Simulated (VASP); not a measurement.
Pt, 2 atoms in the cell. Symmetry: P6_3/mmc, No. 194, hexagonal system. Conventional cell: a = 2.739 Å, b = 2.739 Å, c = 4.746 Å, α = 90.00°, β = 90.00°, γ = 120.00°. Pt (site symmetry -6m2) has 12 Pt at 2.74 to 2.85 Å within 3.6 Å. 

- Program: VASP 6.6.1
- Task: single point
- Functional: r2SCAN
- Potentials or basis: VASP PAW PBE potentials, release 64 (Pt)
- Cutoff: 520 eV
- k mesh: 7 × 7 × 4
- Occupations: fermi-dirac, width 0.1 eV
- Spin: no spin polarisation
- Dipole correction: no
- Further INCAR settings: ALGO = Normal; EDIFF = 1e-06; NBANDS = 17

Potentials or basis: VASP PAW PBE potentials, release 64 (Pt).

Launch:

```bash
$ cat potpaw_PBE.64/Pt/POTCAR > POTCAR
$ cp INCAR.step1 INCAR
$ mpirun -np 1 vasp_std > vasp.out
$ cp INCAR.step2 INCAR
$ mpirun -np 1 vasp_std > vasp.out
```

Hardware: 1 thread of Intel Xeon 6975P-C, with other jobs on the host.

**Question.** How long does it take, and how much memory?

**Answer.** Wall time 41 s on 1 thread of Intel Xeon 6975P-C, on a shared host, peak memory 0.15 GiB. Counts: k points 24.
